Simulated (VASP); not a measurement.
# PbSe (R3m) in VASP: notebook

PbSe is run at these levels: PBEsol; tasks: single point.

Everything below comes from runs of VASP 6.6.1. Logs are shortened: lines on timing, memory, paths and dates and some standing lists are left out, and cuts for length are marked.

## 1. The cell of the first run

It takes space group R3m (No. 160, trigonal). Conventional cell: a = 4.122 Å, b = 4.122 Å, c = 10.734 Å, α = 90.00°, β = 90.00°, γ = 120.00°. Within 3.8 Å of Pb (site symmetry 3m) lie 6 Se at 2.86 to 3.10 Å. Within 3.8 Å of Se (site symmetry 3m) lie 6 Pb at 2.86 to 3.10 Å.

## 2. Single point, PBEsol (strained and its atoms moved)

Contents of INCAR:

```
SYSTEM = PbSe
  ALGO = Normal
  EDIFF = 1E-6
  ENCUT = 520
  GGA = PS
  ISIF = 2
  ISMEAR = 0
  LASPH = .True.
  LCHARG = .False.
  LREAL = .False.
  LWAVE = .False.
  NBANDS = 17
  NELM = 100
  PREC = Accurate
  SIGMA = 0.05
```

Contents of KPOINTS:

```
k-points
0
Gamma
  10 10 10
  0 0 0
```

Contents of POSCAR:

```
PbSe
1.0
    0.1224860000      3.0374996925      3.0374996925
    3.0374996925      0.1224860000      3.0374996925
    3.0374996925      3.0374996925      0.1224860000
Pb Se
1 1
Direct
   -0.0094272042     -0.0094272042     -0.0094272042
    0.5094272042      0.5094272042      0.5094272042
```

Potentials or basis: VASP PAW PBE potentials, release 64 (Pb_d, Se).

Run with:

```sh
$ cat potpaw_PBE.64/Pb_d/POTCAR potpaw_PBE.64/Se/POTCAR > POTCAR
$ mpirun -np 1 vasp_std > vasp.out
```

OUTCAR:

```text
SYSTEM = PbSe
   EDIFF = 1E-6
   ENCUT = 520
   GGA = PS
   ISIF = 2
   ISMEAR = 0
   LASPH = .True.
   LREAL = .False.
   NELM = 100
   PREC = Accurate

 ion  position               nearest neighbor table
   1  0.991  0.991  0.991-   2 2.86   2 2.86   2 2.86   2 3.10   2 3.10   2 3.10
   2  0.509  0.509  0.509-   1 2.86   1 2.86   1 2.86   1 3.10   1 3.10   1 3.10

  LATTYP: Found a trigonal (rhomboedric) cell.
 ALAT       =     4.2974191771
 COS(alpha) =     0.5398856660

  Lattice vectors:

 A1 = (   0.1224860000,   3.0374996925,   3.0374996925)
 A2 = (   3.0374996925,   0.1224860000,   3.0374996925)
 A3 = (   3.0374996925,   3.0374996925,   0.1224860000)

Analysis of symmetry for initial positions (statically):
=====================================================================
 Subroutine PRICEL returns:
 Original cell was already a primitive cell.

 Routine SETGRP: Setting up the symmetry group for a
 trigonal (rhombohedral) supercell.

 Subroutine GETGRP returns: Found  6 space group operations
 (whereof  6 operations were pure point group operations)
 out of a pool of 12 trial point group operations.

The static configuration has the point symmetry C_3v.

Analysis of symmetry for dynamics (positions and initial velocities):
=====================================================================
 Subroutine PRICEL returns:
 Original cell was already a primitive cell.

 Routine SETGRP: Setting up the symmetry group for a
 trigonal (rhombohedral) supercell.

 Subroutine GETGRP returns: Found  6 space group operations
 (whereof  6 operations were pure point group operations)
 out of a pool of 12 trial point group operations.

The dynamic configuration has the point symmetry C_3v.

 Subroutine INISYM returns: Found  6 space group operations
 (whereof  6 operations are pure point group operations),
 and found     1 'primitive' translations

----------------------------------------------------------------------------------------

                                     Primitive cell

  volume of cell :      52.6619

  direct lattice vectors                    reciprocal lattice vectors
     0.122486000  3.037499692  3.037499692    -0.174915786  0.168135776  0.168135776
     3.037499692  0.122486000  3.037499692     0.168135776 -0.174915786  0.168135776
     3.037499692  3.037499692  0.122486000     0.168135776  0.168135776 -0.174915786

  length of vectors
     4.297419177  4.297419177  4.297419177     0.295186061  0.295186061  0.295186061

  position of ions in fractional coordinates (direct lattice)
     0.990572796  0.990572796  0.990572796
     0.509427204  0.509427204  0.509427204

  ion indices of the primitive-cell ions
   primitive index   ion index
                 1           1
                 2           2

----------------------------------------------------------------------------------------

 KPOINTS: k-points

Automatic generation of k-mesh.
 Grid dimensions read from file:
 generate k-points for:   10   10   10

 Generating k-lattice:

  Cartesian coordinates                     Fractional coordinates (reciprocal lattice)
    -0.017491579  0.016813578  0.016813578     0.100000000  0.000000000  0.000000000
     0.016813578 -0.017491579  0.016813578     0.000000000  0.100000000  0.000000000
     0.016813578  0.016813578 -0.017491579     0.000000000  0.000000000  0.100000000

  Length of vectors
     0.029518606  0.029518606  0.029518606

  Shift w.r.t. Gamma in fractional coordinates (k-lattice)
     0.000000000  0.000000000  0.000000000

 Subroutine IBZKPT returns following result:
 ===========================================

 Found    116 irreducible k-points:

 Following reciprocal coordinates:
            Coordinates               Weight
  0.000000  0.000000  0.000000      1.000000
  0.100000 -0.000000 -0.000000      6.000000
  0.200000 -0.000000 -0.000000      6.000000
  0.300000  0.000000  0.000000      6.000000
  0.400000 -0.000000  0.000000      6.000000
  0.500000 -0.000000 -0.000000      3.000000
[... 16 lines left out ...]
  0.300000  0.300000  0.000000      6.000000
  0.400000  0.300000 -0.000000     12.000000
 [... further k-points ...]
   k-points           NKPTS =    116   k-points in BZ     NKDIM =    116   number of bands    NBANDS=     17
   number of dos      NEDOS =    301   number of ions     NIONS =      2
   total plane-waves  NPLWV =  32768
   dimension x,y,z NGX =    32 NGY =   32 NGZ =   32
   dimension x,y,z NGXF=    64 NGYF=   64 NGZF=   64
   ions per type =               1   1
   NGX,Y,Z   is equivalent  to a cutoff of  12.38, 12.38, 12.38 a.u.
   NGXF,Y,Z  is equivalent  to a cutoff of  24.76, 24.76, 24.76 a.u.
 SYSTEM =  PbSe
   PREC   = accura    normal or accurate (medium, high low for compatibility)
   ISTART =      0    job   : 0-new  1-cont  2-samecut
   ICHARG =      2    charge: 1-file 2-atom 10-const
   ISPIN  =      1    spin polarized calculation?
   LNONCOLLINEAR =      F non collinear calculations
   LSORBIT =      F    spin-orbit coupling
   LASPH  =      T    aspherical Exc in radial PAW
   ENCUT  =  520.0 eV  38.22 Ry    6.18 a.u.   7.99  7.99  7.99*2*pi/ulx,y,z
   NELM   =    100;   NELMIN=  2; NELMDL= -5     # of ELM steps
   EDIFF  = 0.1E-05   stopping-criterion for ELM
   LREAL  =      F    real-space projection
   EDIFFG = 0.1E-04   stopping-criterion for IOM
   NSW    =      0    number of steps for IOM
   IBRION =     -1    ionic relax: 0-MD 1-quasi-New 2-CG
   NFREE  =      0    steps in history (QN), initial steepest desc. (CG)
   ISIF   =      2    stress and relaxation
   ISYM   =      2    0-nonsym 1-usesym 2-fastsym
   POTIM  = 0.5000    time-step for ionic-motion
   TEBEG  =    0.0;   TEEND  =   0.0 temperature during run
   PSTRESS=    0.0 pullay stress
   NELECT =      20.0000    total number of electrons
   NUPDOWN=      -1.0000    fix difference up-down
   EMIN   =  10.00;   EMAX   =-10.00  energy-range for DOS
   EFERMI =   0.00;   METHOD = LEGACY
   ISMEAR =     0;   SIGMA  =   0.05  broadening in eV -4-tet -1-fermi 0-gaus
   EFERMI_NEDOS =   21; number of points for ismear=-14 and -15
   IALGO  =     38    algorithm
   IMIX   =      4    mixing-type and parameters
     AMIX     =   0.40;   BMIX     =  1.00
     AMIX_MAG =   1.60;   BMIX_MAG =  1.00
  volume/ion in A,a.u.               =      26.33       177.69
  Fermi-wavevector in a.u.,A,eV,Ry     =   1.185548  2.240361 19.123326  1.405525
  Thomas-Fermi vector in A             =   2.321740
   LORBIT       =      0    0 simple, 1 ext, 2 COOP (PROOUT), +10 PAW based schemes
   GGA     = PS    functional components
   LHFCALC =     F    Hartree Fock is set to
   AEXX    =    0.0000 exact exchange contribution
   IVDW    =     0    specifies the selected vdW correction
   LEPSILON=     F    determine dielectric tensor
   LRPA    =     F    only Hartree local field effects (RPA)
 non-spin polarized calculation
 Gauss-broadening in eV      SIGMA  =   0.05
  energy-cutoff  :      520.00
  volume of cell :       52.66
 maximum number of plane-waves:      1441
   NGX = 15   NGY = 15   NGZ = 15

 number of electron      20.0000002 magnetization

 Free energy of the ion-electron system (eV)
  ---------------------------------------------------
  ext. energy  EPLUGINS =         0.00000000
  ---------------------------------------------------
  free energy    TOTEN  =        -8.81392329 eV

  energy without entropy =       -8.81392319  energy(sigma->0) =       -8.81392324

 E-fermi :   5.9677     XC(G=0): -10.1078

 val. band max:        5.8388608764   @ k =   0.5000   0.5000   0.5000
 cond. band min:       6.1044313783   @ k =   0.5000  -0.0000  -0.0000
 fundamental gap:      0.2655705020
 Fermi energy:         5.9676941076

 k-point     1 :       0.0000    0.0000    0.0000
  band No.  band energies     occupation
      1     -10.9079      2.00000
      2     -10.9079      2.00000
      3     -10.8921      2.00000
      4     -10.8806      2.00000
      5     -10.8806      2.00000
      6      -8.4167      2.00000
[... 9 lines left out ...]
     16      12.6609      0.00000
     17      13.7799      0.00000

 k-point     2 :       0.1000   -0.0000   -0.0000
  band No.  band energies     occupation
      1     -10.9124      2.00000
      2     -10.9048      2.00000
      3     -10.8884      2.00000
      4     -10.8814      2.00000
      5     -10.8810      2.00000
      6      -8.3232      2.00000
[... 9 lines left out ...]
     16      12.8560      0.00000
     17      14.8568      0.00000

 k-point     3 :       0.2000   -0.0000   -0.0000
  band No.  band energies     occupation
      1     -10.9252      2.00000
      2     -10.9040      2.00000
      3     -10.8860      2.00000
      4     -10.8759      2.00000
      5     -10.8735      2.00000
      6      -8.0553      2.00000
[... 9 lines left out ...]
     16      13.4630      0.00000
     17      16.6029      0.00000

 k-point     4 :       0.3000    0.0000    0.0000
  band No.  band energies     occupation
      1     -10.9419      2.00000
      2     -10.9116      2.00000
      3     -10.8878      2.00000
      4     -10.8604      2.00000
      5     -10.8586      2.00000
      6      -7.6597      2.00000
[... 9 lines left out ...]
     16      14.4419      0.00000
     17      18.2500      0.00000
[... 343 lines left out ...]
      1     -10.9519      2.00000
      2     -10.9159      2.00000
      3     -10.8857      2.00000
      4     -10.8658      2.00000
      5     -10.8543      2.00000
      6      -7.4982      2.00000
[... 9 lines left out ...]
     16      15.7461      0.00000
     17      16.5351      0.00000

 k-point    23 :       0.3000    0.3000    0.0000
  band No.  band energies     occupation
      1     -11.0216      2.00000
      2     -10.9085      2.00000
      3     -10.8813      2.00000
      4     -10.8490      2.00000
      5     -10.8463      2.00000
      6      -7.3806      2.00000
[... 9 lines left out ...]
     16      15.9470      0.00000
     17      16.6415      0.00000

 k-point    24 :       0.4000    0.3000   -0.0000
  band No.  band energies     occupation
      1     -11.0494      2.00000
      2     -10.9087      2.00000
      3     -10.8829      2.00000
      4     -10.8435      2.00000
      5     -10.8352      2.00000
      6      -7.0556      2.00000
[... 9 lines left out ...]
     16      16.7079      0.00000
     17      17.2673      0.00000

 [... further k-points ...]

------------------------ aborting loop because EDIFF is reached ----------------------------------------

  FORCE on cell =-STRESS in cart. coord.  units (eV):
  Direction    XX          YY          ZZ          XY          YZ          ZX
  --------------------------------------------------------------------------------------
  -------------------------------------------------------------------------------------
  Total        1.8260331      1.8260331      1.8260331     -0.2008818     -0.2008818     -0.2008818
  in kB       55.5549204     55.5549204     55.5549204     -6.1115932     -6.1115932     -6.1115932
  external PRESSURE =      55.5549204 kB  Pullay stress =       0.0000000 kB

 VOLUME and BASIS-vectors are now :
 -----------------------------------------------------------------------------
  energy-cutoff  :      520.00
  volume of cell :       52.66
      direct lattice vectors                 reciprocal lattice vectors
     0.122486000  3.037499692  3.037499692    -0.174915786  0.168135776  0.168135776
     3.037499692  0.122486000  3.037499692     0.168135776 -0.174915786  0.168135776
     3.037499692  3.037499692  0.122486000     0.168135776  0.168135776 -0.174915786

 POSITION                                       TOTAL-FORCE (eV/Angst)
 -----------------------------------------------------------------------------------
      6.13906      6.13906      6.13906         0.197016      0.197016      0.197016
      3.15717      3.15717      3.15717        -0.197016     -0.197016     -0.197016
 -----------------------------------------------------------------------------------
    total drift:                                0.000027      0.000027      0.000027

  FREE ENERGIE OF THE ION-ELECTRON SYSTEM (eV)
  ---------------------------------------------------
  free  energy   TOTEN  =        -8.8139232871 eV

  energy  without entropy=       -8.8139231927  energy(sigma->0) =       -8.81392324
```

Run time: 50 s. Hardware: 1 thread of AMD EPYC 9R45 (Zen 5), shared host; peak memory 0.22 GiB.

Results:

```
Free energy            : -8.8139 eV
Pressure               : 5.6 GPa
Largest force          : 0.341 eV/Å
Band gap on the k mesh : 0.27 eV, indirect (least direct gap 0.29 eV)
```

Forces in eV/Å, atoms in the order of the input:
```
Pb   0.197  0.197  0.197
Se  -0.197 -0.197 -0.197
```

Stress tensor (GPa, compression positive):
```
 5.56 -0.61 -0.61
-0.61  5.56 -0.61
-0.61 -0.61  5.56
```

Levels at points of the mesh, in eV from the valence-band top:
```csv
k point,band 6,band 7,band 8,band 9,band 10,band 11,band 12,band 13,band 14,band 15
"(0.00, 0.00, 0.00)",-14.26,-6.01,-2.39,-1.95,-1.95,4.53,4.94,4.94,6.49,6.82
"(0.50, 0.00, 0.00)",-12.90,-9.13,-1.89,-1.73,-0.02,0.27,1.54,1.85,8.57,9.50
"(0.50, 0.50, 0.00)",-12.41,-7.52,-5.48,-3.75,-3.45,3.23,6.07,6.07,6.77,11.44
"(0.50, 0.50, 0.50)",-13.11,-9.27,-1.51,-1.51,0.00,1.03,2.03,2.03,8.36,10.10
```

Caveat: the cell differs from its parent crystal (strained and its atoms moved); the PAW data sets were made with another functional, which shifts forces and pressure a little; spin-orbit coupling is left out, which moves the levels of the heavy elements.

## 3. Single point, PBEsol (strained and its atoms moved)

Contents of INCAR:

```
ALGO = Normal ; EDIFF = 1E-6
ENCUT = 520 ; GGA = PS
ISIF = 2 ; ISMEAR = 0
LASPH = True ; LCHARG = True
LELF = True ; LREAL = False
LVHAR = True ; LWAVE = False
NBANDS = 17 ; NELM = 80
PREC = Accurate ; SIGMA = 0.05
```

Contents of KPOINTS:

```
k-points
0
Gamma
  10 10 10
```

Contents of POSCAR:

```
PbSe
1.0
    0.2449720000      3.1997017780      3.1997017780
    3.1997017780      0.2449720000      3.1997017780
    3.1997017780      3.1997017780      0.2449720000
Pb Se
1 1
Direct
    0.0094272042      0.0094272042      0.0094272042
    0.4905727958      0.4905727958      0.4905727958
```

Potentials or basis: VASP PAW PBE potentials, release 64 (Pb_d, Se).

Run with:

```sh
$ cat potpaw_PBE.64/Pb_d/POTCAR potpaw_PBE.64/Se/POTCAR > POTCAR
$ mpirun -np 1 vasp_std > vasp.out
```

Wall time 79 s (1 thread of AMD EPYC 9R45 (Zen 5), shared host); peak memory 0.25 GiB.

Results (log left out):

* Free energy: -8.8559 eV
* Pressure: -0.5 GPa
* Band gap on the k mesh: zero (band 10 reaches 4.89 eV, above the bottom of band 11 at 4.82 eV)

Forces on the atoms (eV/Å):
```
Pb  -0.001 -0.001 -0.001
Se   0.001  0.001  0.001
```

Stress tensor (GPa, compression positive):
```
-0.52 -1.24 -1.24
-1.24 -0.52 -1.24
-1.24 -1.24 -0.52
```

Levels at points of the mesh, in eV from the Fermi level:
```tsv
k point	band 7	band 8	band 9	band 10	band 11	band 12	band 13	band 14
(0.00, 0.00, 0.00)	-6.45	-2.41	-1.54	-1.54	4.21	4.57	4.57	6.22
(0.50, 0.00, 0.00)	-8.68	-1.86	-1.49	-0.27	0.01	1.50	1.91	8.13
(0.50, 0.50, 0.00)	-7.51	-4.87	-3.45	-2.85	3.44	5.23	5.38	6.33
(0.50, 0.50, 0.50)	-9.02	-1.19	-1.19	0.08	1.04	2.33	2.33	7.98
```

Caveat: the cell differs from its parent crystal (strained and its atoms moved); the PAW data sets were made with another functional, which shifts forces and pressure a little; spin-orbit coupling is left out, which moves the levels of the heavy elements.
